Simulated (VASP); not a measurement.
Set up this calculation in VASP 6.6.1, as the native input.

* Task: single point
* Functional: BLYP
* Potentials or basis: VASP PAW PBE potentials, release 64 (Co)
* Cutoff: 520 eV
* k mesh: 12 × 12 × 4
* Occupations: fermi-dirac, width 0.05 eV
* Spin: collinear spin, ferromagnetic start
* Starting moments: [2.0, 2.0, 2.0, 2.0] μB
* Dipole correction: no
* Further INCAR settings: ALGO = Fast; EDIFF = 1e-06; NBANDS = 30

The structure of Co lies in POSCAR:

```
Co
1.0
    2.4371717178      0.0000000000      0.0000000000
   -1.2185858589      2.1106526210      0.0000000000
    0.0000000000      0.0000000000      7.9789199430
Co
4
Direct
    0.6666666667      0.3333333333      0.7500000000
    0.0000000000      0.0000000000      0.5000000000
    0.3333333333      0.6666666667      0.2500000000
    0.0000000000      0.0000000000      0.0000000000
```

One way to write it, as run:

INCAR

```
SYSTEM = Co
PREC     = Accurate       ! precision mode
ENCUT    = 520            ! plane-wave cutoff, eV
EDIFF    = 1E-6           ! SCF threshold, eV
ISMEAR   = -1             ! smearing method
SIGMA    = 0.05           ! smearing width, eV
LREAL    = .FALSE.        ! projectors in reciprocal space
LASPH    = .TRUE.         ! aspherical terms in the spheres
NELM     = 150            ! most SCF steps
ALGO     = Fast           ! electronic algorithm
ISIF     = 2              ! what is computed and relaxed
LWAVE    = .FALSE.        ! write WAVECAR
LCHARG   = .TRUE.         ! write CHGCAR
ISPIN    = 2              ! spin polarisation
MAGMOM   = 2 2 2 2        ! initial moments
LORBIT   = 11             ! projections on sites
LMAXMIX  = 4              ! l up to which the mixer works
GGA      = B5             ! functional
ALDAX    = 1.0          
AGGAX    = 1.0          
AGGAC    = 1.0          
ALDAC    = 0.0          
LELF     = .TRUE.         ! ELF
LVHAR    = .TRUE.       
NBANDS   = 30             ! bands
```

KPOINTS

```
regular mesh
0
G
  12 12 4
  0 0 0
```

Potentials or basis: VASP PAW PBE potentials, release 64 (Co).

Command:

```bash
$ cat potpaw_PBE.64/Co/POTCAR > POTCAR
$ mpirun -np 1 vasp_std > vasp.out
```

It gave:

* Pressure: 23.8 GPa
* Net moment: 6.16 μB per cell
* Site moments: Co +1.55, +1.53 (each value once) μB
* Valence electrons inside the program's atomic spheres: Co 8.41

Caveat: the cell stands under pressure; the PAW data sets were made with another functional, which shifts forces and pressure a little.

Wall time 4.9 min on 1 thread of Intel Xeon 8259CL, with other jobs on the host, peak memory 0.23 GiB.
